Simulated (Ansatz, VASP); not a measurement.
**RbIr3 in VASP and in Ansatz**

INCAR

```
PREC = Accurate ; ENCUT = 600
EDIFF = 1E-6 ; ISMEAR = 0
SIGMA = 0.1 ; LREAL = F
LASPH = T ; NELM = 100
ALGO = Normal ; ISIF = 3
LWAVE = F ; LCHARG = F
GGA = PE ; IBRION = 2
NSW = 90 ; EDIFFG = -0.04
```

KPOINTS

```
regular mesh
0
Gamma
  3 3 4
```

POSCAR

```
RbIr3
1.0
    6.1904415372      0.0000000000      0.0000000000
   -3.0952207686      5.3610796318      0.0000000000
    0.0000000000      0.0000000000      4.9687844711
Rb Ir
2 6
Direct
    0.3333333333      0.6666666667      0.2500000000
    0.6666666667      0.3333333333      0.7500000000
    0.8330000000      0.6660000000      0.2500000000
    0.1670000000      0.8330000000      0.7500000000
    0.3340000000      0.1670000000      0.2500000000
    0.1670000000      0.3340000000      0.7500000000
    0.8330000000      0.1670000000      0.2500000000
    0.6660000000      0.8330000000      0.7500000000
```

Input for Ansatz:

```yaml
crystal:
  lattice:
    - [6.1904415372, 0.0, 0.0]
    - [-3.0952207686, 5.3610796318, 0.0]
    - [0.0, 0.0, 4.9687844711]
  atoms:
    - { symbol: Rb, position: [0.3333333333, 0.6666666667, 0.25] }
    - { symbol: Rb, position: [0.6666666667, 0.3333333333, 0.75] }
    - { symbol: Ir, position: [0.833, 0.666, 0.25] }
    - { symbol: Ir, position: [0.167, 0.833, 0.75] }
    - { symbol: Ir, position: [0.334, 0.167, 0.25] }
    - { symbol: Ir, position: [0.167, 0.334, 0.75] }
    - { symbol: Ir, position: [0.833, 0.167, 0.25] }
    - { symbol: Ir, position: [0.666, 0.833, 0.75] }
basis:
  ecutwfc: 420
kpoints:
  mp_grid: { grid: [3, 3, 4] }
hamiltonian:
  xc: pbe
scf:
  occupations: { method: gaussian, width: 0.1 }
  lower_state_search: "off"
output:
  forces: true
  stress: true
  eigenvalues: true
relax:
  adjacent_minimum: "off"
  f_tol: 0.04
  max_steps: 70
  cell: { stress_tol: 0.4 }
```

Alike in both runs: task relaxation of cell and atoms; functional PBE; k mesh 3 × 3 × 4; occupations gaussian, width 0.1 eV; no spin polarisation.

```csv
,VASP,Ansatz
version,VASP 6.6.1,Ansatz 0.2.0
potentials or method,"VASP PAW PBE potentials, release 64 (Rb_sv, Ir), cutoff 600 eV","scalar-relativistic, plane waves, PAW"
valence electrons in the cell,72,120
```

VASP gave:

```
gap on the k mesh at the Fermi level, each at its own relaxed structure (eV) : none
relaxed volume (Å³/atom)                                                     : 29.52
relaxed cell length with the largest relative difference (Å)                 : 7.830
```

Problem. Estimate Ansatz's values.

Solution. gap on the k mesh at the Fermi level, each at its own relaxed structure (eV): none; relaxed volume (Å³/atom): 29.36; relaxed cell length with the largest relative difference (Å): 7.809.

A gap of «none» marks a metal or a gap that the smearing closes. VASP's potentials hold 72 valence electrons a cell and Ansatz's 120, so a difference there can come from the potentials and not from the codes.

The k mesh is coarse, so the values compare programs but aren't converged. Spin-orbit coupling is off throughout. Noted on VASP's run: the volume moved by over 15 % at a fixed basis, so the end points are rough.
